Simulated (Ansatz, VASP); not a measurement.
**K2S in VASP and in Ansatz**

```
K S
1.0
     0.00000    3.66125    3.66125
     3.66125    0.00000    3.66125
     3.66125    3.66125    0.00000
K S
2 1
Direct
  0.25000 0.25000 0.25000
  0.75000 0.75000 0.75000
  0.00000 0.00000 0.00000
```

Change from the starting cell: hydrostatic strain -1.1%.

Alike in both runs: task single point; functional r2SCAN; k mesh 6 × 6 × 6; no spin polarisation.

|  | VASP | Ansatz |
| --- | --- | --- |
| version | VASP 6.6.1 | Ansatz 0.2.0 |
| potentials or method | VASP PAW PBE potentials, release 64 (K_sv, S) | plane waves, PAW |
| plane-wave cutoff (eV) | 550 | 500 |
| occupations | gaussian, width 0.01 eV | fixed |
| valence electrons in the cell | 24 | 24 |

VASP gave:

* gap on the k mesh at the Fermi level (eV): 2.84
* pressure (GPa): 0.8

Task: Estimate Ansatz's values.

Result: gap on the k mesh at the Fermi level (eV): 2.84; pressure (GPa): 0.7.

VASP's potentials were made for PBE, not for r2SCAN.
